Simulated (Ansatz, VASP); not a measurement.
**Two plane-wave programs on SiGe**

The input POSCAR:

```
SiGe
1.0
    3.5774263362      0.0000000000      0.0000000000
   -1.7887131681      3.0981420873      0.0000000000
    0.0000000000      0.0000000000      7.6872258355
Si Ge
2 2
Direct
    0.6666666667      0.3333333333      0.8744661518
    0.3333333333      0.6666666667      0.3744661518
    0.6666666667      0.3333333333      0.5005328482
    0.3333333333      0.6666666667      0.0005328482
```

Contents of INCAR.step1:

```
  PREC = Accurate
  ENCUT = 520
  ISMEAR = 0
  SIGMA = 0.05
  LREAL = False
  LASPH = True
  NELM = 80
  NBANDS = 26
  GGA = PE
  ALGO = Normal
  EDIFF = 1E-4
  LWAVE = True
  LCHARG = False
```

Contents of INCAR.step2:

```
  PREC = Accurate
  ENCUT = 520
  EDIFF = 1E-6
  ISMEAR = 0
  SIGMA = 0.05
  LREAL = False
  LASPH = True
  NELM = 80
  ALGO = Normal
  ISIF = 2
  LWAVE = False
  LCHARG = True
  METAGGA = R2SCAN
  LMIXTAU = True
  LELF = True
  LVHAR = True
  NBANDS = 26
  ISTART = 1
```

KPOINTS

```
Automatic mesh
0
Gamma
  12 12 6
```

Input for Ansatz:

```yaml
crystal:
  lattice:
    - [3.5774263362, 0.0, 0.0]
    - [-1.7887131681, 3.0981420873, 0.0]
    - [0.0, 0.0, 7.6872258355]
  atoms:
    - { symbol: Si, position: [0.6666666667, 0.3333333333, 0.8744661518] }
    - { symbol: Si, position: [0.3333333333, 0.6666666667, 0.3744661518] }
    - { symbol: Ge, position: [0.6666666667, 0.3333333333, 0.5005328482] }
    - { symbol: Ge, position: [0.3333333333, 0.6666666667, 0.0005328482] }
basis:
  ecutwfc: 500
kpoints:
  mp_grid: { grid: [12, 12, 6] }
hamiltonian:
  xc: r2scan
scf:
  occupations: { method: gaussian, width: 0.05 }
output:
  forces: true
  stress: true
  eigenvalues: true
```

Alike in both runs: task single point; functional r2SCAN; k mesh 12 × 12 × 6; occupations gaussian, width 0.05 eV; no spin polarisation.

|  | VASP | Ansatz |
| --- | --- | --- |
| version | VASP 6.6.1 | Ansatz 0.2.0 |
| potentials or method | VASP PAW PBE potentials, release 64 (Si, Ge_d), cutoff 520 eV | scalar-relativistic, plane waves, PAW |
| valence electrons in the cell | 36 | 36 |

Ansatz gave:

| Quantity | Value |
| --- | --- |
| gap on the k mesh at the Fermi level (eV) | none |
| pressure (GPa) | 7.3 |
| traceless stress, the component that is largest in VASP (GPa) | -22.49 |
| rms of the force components (eV/Å) | 0.552 |

**Question.** What did VASP give for the same quantities?

**Answer.** gap on the k mesh at the Fermi level (eV): none; pressure (GPa): 7.3; traceless stress, the component that is largest in VASP (GPa): -22.57; rms of the force components (eV/Å): 0.550.

VASP's potentials were made for PBE, not for r2SCAN. Atom by atom the forces differ by 0.002 eV/Å (rms over components). A gap of «none» marks a metal or a gap that the smearing closes. With one functional, cell and mesh, what is left measures potentials, basis and numerics.
